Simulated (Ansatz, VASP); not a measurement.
Two plane-wave programs on SnO

```xyz
8
Lattice="3.8202 0.0003 0.0000 -0.0003 3.8202 0.0000 0.0000 0.0000 22.2261" Properties=species:S:1:pos:R:3 pbc="T T T"
Sn    3.8196    3.8202    4.5000
Sn    1.9097    1.9100    6.8630
Sn    2.3872    2.8651   10.6630
Sn    0.4772    0.9549   13.0261
O     3.8198    1.9102    5.6815
O     1.9096    3.8201    5.6815
O     2.3873    0.9550   11.8446
O     0.4771    2.8649   11.8446
```

Alike in both runs: task single point; functional PBE; dispersion D3(BJ); k mesh 7 × 7 × 1; occupations gaussian, width 0.05 eV; no spin polarisation.

|  | VASP | Ansatz |
| --- | --- | --- |
| version | VASP 6.6.1 | Ansatz 0.2.0 |
| potentials or method | VASP PAW PBE potentials, release 64 (Sn_d, O), cutoff 520 eV | scalar-relativistic, plane waves, PAW |
| valence electrons in the cell | 80 | 80 |

Ansatz gave:

* gap on the k mesh at the Fermi level (eV): 2.16
* least direct gap on the mesh (eV): 2.42
* rms of the force components (eV/Å): 0.047

Estimate VASP's values.

gap on the k mesh at the Fermi level (eV): 2.16; least direct gap on the mesh (eV): 2.41; rms of the force components (eV/Å): 0.040.
